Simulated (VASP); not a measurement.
# RbBr (I4/mmm) in VASP: settings compared

Aim: see how the results for RbBr move with the level of theory and the settings. Levels: PBE, r2SCAN. Tasks: single point.

All numbers are computed with VASP 6.6.1; they aren't measurements. Logs are shortened: lines on timing, memory, paths and dates and some standing lists are left out, and cuts for length are marked.

## (1) The cell of the first run

It takes space group I4/mmm (No. 139, tetragonal). The conventional cell has a = 5.090 Å, b = 5.090 Å, c = 6.865 Å, α = 90.00°, β = 90.00°, γ = 90.00°. Rb (site symmetry 4/mmm) has 6 Br at 3.43 to 3.60 Å within 4.5 Å. Within 4.5 Å of Br (site symmetry 4/mmm) lie 6 Rb at 3.43 to 3.60 Å.

## (2) Single point, PBE (epitaxial xy strain +4.0%)

Input file INCAR:

```
PREC = Accurate
ENCUT = 520
EDIFF = 1E-6
ISMEAR = 0
SIGMA = 0.01
LREAL = False
LASPH = True
NELM = 100
ALGO = Normal
ISIF = 2
LWAVE = False
LCHARG = False
GGA = PE
NBANDS = 15
```

Input file KPOINTS:

```
regular mesh
0
Gamma
  4 4 4
```

Input file POSCAR:

```
RbBr
1.0
    0.0000000000      3.5992590936      3.4324692902
    3.5992590936      0.0000000000      3.4324692902
    3.5992590936      3.5992590936      0.0000000000
Rb Br
1 1
Direct
    0.0000000000      0.0000000000      0.0000000000
    0.5000000000      0.5000000000      0.5000000000
```

Potentials or basis: VASP PAW PBE potentials, release 64 (Rb_sv, Br).

The run is started by

```
$ cat potpaw_PBE.64/Rb_sv/POTCAR potpaw_PBE.64/Br/POTCAR > POTCAR
$ mpirun -np 1 vasp_std > vasp.out
```

OUTCAR:

```text
PREC = Accurate
   ENCUT = 520
   EDIFF = 1E-6
   ISMEAR = 0
   LREAL = False
   LASPH = True
   NELM = 100
   ISIF = 2
   GGA = PE

 ion  position               nearest neighbor table
   1  0.000  0.000  0.000-   2 3.43   2 3.43   2 3.60   2 3.60   2 3.60   2 3.60
   2  0.500  0.500  0.500-   1 3.43   1 3.43   1 3.60   1 3.60   1 3.60   1 3.60

  LATTYP: Found a body centered tetragonal cell.
 ALAT       =     5.0901210247
 C/A-ratio  =     1.3486788521

  Lattice vectors:

 A1 = (   0.0000000000,  -3.5992590936,  -3.4324692902)
 A2 = (   0.0000000000,   3.5992590936,  -3.4324692902)
 A3 = (   3.5992590936,   0.0000000000,   3.4324692902)

Analysis of symmetry for initial positions (statically):
=====================================================================
 Subroutine PRICEL returns:
 Original cell was already a primitive cell.

 Routine SETGRP: Setting up the symmetry group for a
 body centered tetragonal supercell.

 Subroutine GETGRP returns: Found 16 space group operations
 (whereof 16 operations were pure point group operations)
 out of a pool of 16 trial point group operations.

The static configuration has the point symmetry D_4h.

Analysis of symmetry for dynamics (positions and initial velocities):
=====================================================================
 Subroutine PRICEL returns:
 Original cell was already a primitive cell.

 Routine SETGRP: Setting up the symmetry group for a
 body centered tetragonal supercell.

 Subroutine GETGRP returns: Found 16 space group operations
 (whereof 16 operations were pure point group operations)
 out of a pool of 16 trial point group operations.

The dynamic configuration has the point symmetry D_4h.

 Subroutine INISYM returns: Found 16 space group operations
 (whereof 16 operations are pure point group operations),
 and found     1 'primitive' translations

----------------------------------------------------------------------------------------

                                     Primitive cell

  volume of cell :      88.9330

  direct lattice vectors                    reciprocal lattice vectors
     0.000000000  3.599259094  3.432469290    -0.138917479  0.138917479  0.145667727
     3.599259094  0.000000000  3.432469290     0.138917479 -0.138917479  0.145667727
     3.599259094  3.599259094  0.000000000     0.138917479  0.138917479 -0.145667727

  length of vectors
     4.973581351  4.973581351  5.090121025     0.244571500  0.244571500  0.244571500

  position of ions in fractional coordinates (direct lattice)
     0.000000000  0.000000000  0.000000000
     0.500000000  0.500000000  0.500000000

  ion indices of the primitive-cell ions
   primitive index   ion index
                 1           1
                 2           2

----------------------------------------------------------------------------------------

 KPOINTS: regular mesh

Automatic generation of k-mesh.
 Grid dimensions read from file:
 generate k-points for:    4    4    4

 Generating k-lattice:

  Cartesian coordinates                     Fractional coordinates (reciprocal lattice)
    -0.034729370  0.034729370  0.036416932     0.250000000  0.000000000  0.000000000
     0.034729370 -0.034729370  0.036416932     0.000000000  0.250000000  0.000000000
     0.034729370  0.034729370 -0.036416932     0.000000000  0.000000000  0.250000000

  Length of vectors
     0.061142875  0.061142875  0.061142875

  Shift w.r.t. Gamma in fractional coordinates (k-lattice)
     0.000000000  0.000000000  0.000000000

 Subroutine IBZKPT returns following result:
 ===========================================

 Found     13 irreducible k-points:

 Following reciprocal coordinates:
            Coordinates               Weight
  0.000000  0.000000  0.000000      1.000000
  0.250000 -0.000000  0.000000      8.000000
  0.500000 -0.000000  0.000000      4.000000
  0.250000  0.250000  0.000000      2.000000
  0.500000  0.250000  0.000000      8.000000
 -0.250000  0.250000  0.000000      4.000000
  0.500000  0.500000  0.000000      1.000000
  0.250000  0.000000  0.250000      4.000000
  0.500000  0.000000  0.250000     16.000000
 -0.250000  0.000000  0.250000      8.000000
 -0.250000  0.500000  0.250000      4.000000
  0.500000  0.000000  0.500000      2.000000
 -0.250000  0.250000  0.500000      2.000000
   k-points           NKPTS =     13   k-points in BZ     NKDIM =     13   number of bands    NBANDS=     15
   number of dos      NEDOS =    301   number of ions     NIONS =      2
   total plane-waves  NPLWV =  64000
   dimension x,y,z NGX =    40 NGY =   40 NGZ =   40
   dimension x,y,z NGXF=    80 NGYF=   80 NGZF=   80
   ions per type =               1   1
   NGX,Y,Z   is equivalent  to a cutoff of  13.37, 13.37, 13.06 a.u.
   NGXF,Y,Z  is equivalent  to a cutoff of  26.74, 26.74, 26.13 a.u.
 SYSTEM =  unknown system
   PREC   = accura    normal or accurate (medium, high low for compatibility)
   ISTART =      0    job   : 0-new  1-cont  2-samecut
   ICHARG =      2    charge: 1-file 2-atom 10-const
   ISPIN  =      1    spin polarized calculation?
   LNONCOLLINEAR =      F non collinear calculations
   LSORBIT =      F    spin-orbit coupling
   LASPH  =      T    aspherical Exc in radial PAW
   ENCUT  =  520.0 eV  38.22 Ry    6.18 a.u.   9.25  9.25  9.46*2*pi/ulx,y,z
   NELM   =    100;   NELMIN=  2; NELMDL= -5     # of ELM steps
   EDIFF  = 0.1E-05   stopping-criterion for ELM
   LREAL  =      F    real-space projection
   EDIFFG = 0.1E-04   stopping-criterion for IOM
   NSW    =      0    number of steps for IOM
   IBRION =     -1    ionic relax: 0-MD 1-quasi-New 2-CG
   NFREE  =      0    steps in history (QN), initial steepest desc. (CG)
   ISIF   =      2    stress and relaxation
   ISYM   =      2    0-nonsym 1-usesym 2-fastsym
   POTIM  = 0.5000    time-step for ionic-motion
   TEBEG  =    0.0;   TEEND  =   0.0 temperature during run
   PSTRESS=    0.0 pullay stress
   NELECT =      16.0000    total number of electrons
   NUPDOWN=      -1.0000    fix difference up-down
   EMIN   =  10.00;   EMAX   =-10.00  energy-range for DOS
   EFERMI =   0.00;   METHOD = LEGACY
   ISMEAR =     0;   SIGMA  =   0.01  broadening in eV -4-tet -1-fermi 0-gaus
   EFERMI_NEDOS =   21; number of points for ismear=-14 and -15
   IALGO  =     38    algorithm
   IMIX   =      4    mixing-type and parameters
     AMIX     =   0.40;   BMIX     =  1.00
     AMIX_MAG =   1.60;   BMIX_MAG =  1.00
  volume/ion in A,a.u.               =      44.47       300.07
  Fermi-wavevector in a.u.,A,eV,Ry     =   0.924188  1.746463 11.621066  0.854124
  Thomas-Fermi vector in A             =   2.049907
   LORBIT       =      0    0 simple, 1 ext, 2 COOP (PROOUT), +10 PAW based schemes
   GGA     = PE    functional components
   LHFCALC =     F    Hartree Fock is set to
   AEXX    =    0.0000 exact exchange contribution
   IVDW    =     0    specifies the selected vdW correction
   LEPSILON=     F    determine dielectric tensor
   LRPA    =     F    only Hartree local field effects (RPA)
 non-spin polarized calculation
 Gauss-broadening in eV      SIGMA  =   0.01
  energy-cutoff  :      520.00
  volume of cell :       88.93
 maximum number of plane-waves:      2413
 NGX is ok and might be reduce to    40
   NGX = 19   NGY = 19   NGZ = 19

 number of electron      16.0000001 magnetization

 Free energy of the ion-electron system (eV)
  ---------------------------------------------------
  ext. energy  EPLUGINS =         0.00000000
  ---------------------------------------------------
  free energy    TOTEN  =        -6.10448374 eV

  energy without entropy =       -6.10448374  energy(sigma->0) =       -6.10448374

 E-fermi :  -1.9669     XC(G=0):  -6.8447

 val. band max:       -2.0776095000   @ k =   0.0000   0.0000   0.0000
 cond. band min:       2.0182878733   @ k =   0.0000   0.0000   0.0000
 fundamental gap:      4.0958973733
 Fermi energy:        -1.9668697677

 k-point     1 :       0.0000    0.0000    0.0000
  band No.  band energies     occupation
      1     -26.7313      2.00000
      2     -14.1940      2.00000
      3     -10.8023      2.00000
      4     -10.8023      2.00000
      5     -10.8014      2.00000
      6      -2.1105      2.00000
      7      -2.1105      2.00000
      8      -2.0776      2.00000
      9       2.0183      0.00000
     10       5.0539      0.00000
     11       5.0539      0.00000
     12       5.3118      0.00000
     13       5.8403      0.00000
     14       6.0853      0.00000
     15       8.6545      0.00000

 k-point     2 :       0.2500   -0.0000    0.0000
  band No.  band energies     occupation
      1     -26.7286      2.00000
      2     -14.2075      2.00000
      3     -10.8090      2.00000
      4     -10.8060      2.00000
      5     -10.7811      2.00000
      6      -2.5707      2.00000
      7      -2.2472      2.00000
      8      -2.2428      2.00000
      9       3.1727      0.00000
     10       4.9541      0.00000
     11       5.7265      0.00000
     12       5.8572      0.00000
     13       6.5537      0.00000
     14       6.8653      0.00000
     15       9.6558      0.00000

 k-point     3 :       0.5000   -0.0000    0.0000
  band No.  band energies     occupation
      1     -26.7258      2.00000
      2     -14.2209      2.00000
      3     -10.8157      2.00000
      4     -10.8098      2.00000
      5     -10.7608      2.00000
      6      -2.9366      2.00000
      7      -2.3848      2.00000
      8      -2.3745      2.00000
      9       4.4502      0.00000
     10       5.2480      0.00000
     11       7.0513      0.00000
     12       7.1185      0.00000
     13       7.5739      0.00000
     14       7.9186      0.00000
     15       8.0547      0.00000
[... 145 lines left out ...]
 k-point    12 :       0.5000    0.0000    0.5000
  band No.  band energies     occupation
      1     -26.7247      2.00000
      2     -14.1538      2.00000
      3     -10.9226      2.00000
      4     -10.8537      2.00000
      5     -10.8396      2.00000
      6      -2.5628      2.00000
      7      -2.2418      2.00000
      8      -2.2267      2.00000
      9       3.6120      0.00000
     10       4.6289      0.00000
     11       6.5205      0.00000
     12       6.8790      0.00000
     13       6.9475      0.00000
     14       8.1875      0.00000
     15       8.4811      0.00000

 k-point    13 :      -0.2500    0.2500    0.5000
  band No.  band energies     occupation
      1     -26.7246      2.00000
      2     -14.1834      2.00000
      3     -10.8809      2.00000
      4     -10.8809      2.00000
      5     -10.7644      2.00000
      6      -2.5606      2.00000
      7      -2.4337      2.00000
      8      -2.4337      2.00000
      9       4.9574      0.00000
     10       4.9574      0.00000
     11       5.6810      0.00000
     12       6.0269      0.00000
     13       8.2374      0.00000
     14       8.6822      0.00000
     15       8.7042      0.00000

------------------------ aborting loop because EDIFF is reached ----------------------------------------

  FORCE on cell =-STRESS in cart. coord.  units (eV):
  Direction    XX          YY          ZZ          XY          YZ          ZX
  --------------------------------------------------------------------------------------
  -------------------------------------------------------------------------------------
  Total       -0.3156202     -0.3156202      0.2568554      0.0000000      0.0000000      0.0000000
  in kB       -5.6860735     -5.6860735      4.6273937      0.0000000      0.0000000      0.0000000
  external PRESSURE =      -2.2482511 kB  Pullay stress =       0.0000000 kB

 VOLUME and BASIS-vectors are now :
 -----------------------------------------------------------------------------
  energy-cutoff  :      520.00
  volume of cell :       88.93
      direct lattice vectors                 reciprocal lattice vectors
     0.000000000  3.599259094  3.432469290    -0.138917479  0.138917479  0.145667727
     3.599259094  0.000000000  3.432469290     0.138917479 -0.138917479  0.145667727
     3.599259094  3.599259094  0.000000000     0.138917479  0.138917479 -0.145667727

 POSITION                                       TOTAL-FORCE (eV/Angst)
 -----------------------------------------------------------------------------------
      0.00000      0.00000      0.00000         0.000000     -0.000000      0.000000
      3.59926      3.59926      3.43247        -0.000000      0.000000      0.000000
 -----------------------------------------------------------------------------------
    total drift:                                0.000000     -0.000000      0.000000

  FREE ENERGIE OF THE ION-ELECTRON SYSTEM (eV)
  ---------------------------------------------------
  free  energy   TOTEN  =        -6.1044837446 eV

  energy  without entropy=       -6.1044837446  energy(sigma->0) =       -6.10448374
```

Run time: 18 s. Hardware: 1 thread of Intel Xeon 6975P-C, shared host; peak memory 0.24 GiB.

What came out:

| Property | Result |
| --- | --- |
| Free energy | -6.1045 eV |
| Pressure | -0.2 GPa |
| Band gap on the k mesh | 4.10 eV, direct |

Stress tensor (GPa, compression positive):
```
-0.57  0.00  0.00
 0.00 -0.57  0.00
 0.00  0.00  0.46
```

Levels at points of the mesh, in eV from the valence-band top:
```
           k point  band 6  band 7  band 8  band 9  band 10  band 11
(0.00, 0.00, 0.00)   -0.03   -0.03    0.00    4.10     7.13     7.13
(0.50, 0.00, 0.00)   -0.86   -0.31   -0.30    6.53     7.33     9.13
(0.50, 0.50, 0.00)   -0.42   -0.20   -0.20    5.63     6.80     8.81
(0.50, 0.00, 0.50)   -0.49   -0.16   -0.15    5.69     6.71     8.60
```

Caveat: the cell differs from its parent crystal (epitaxial xy strain +4.0%).

(Part 1 of 2 ends here.)
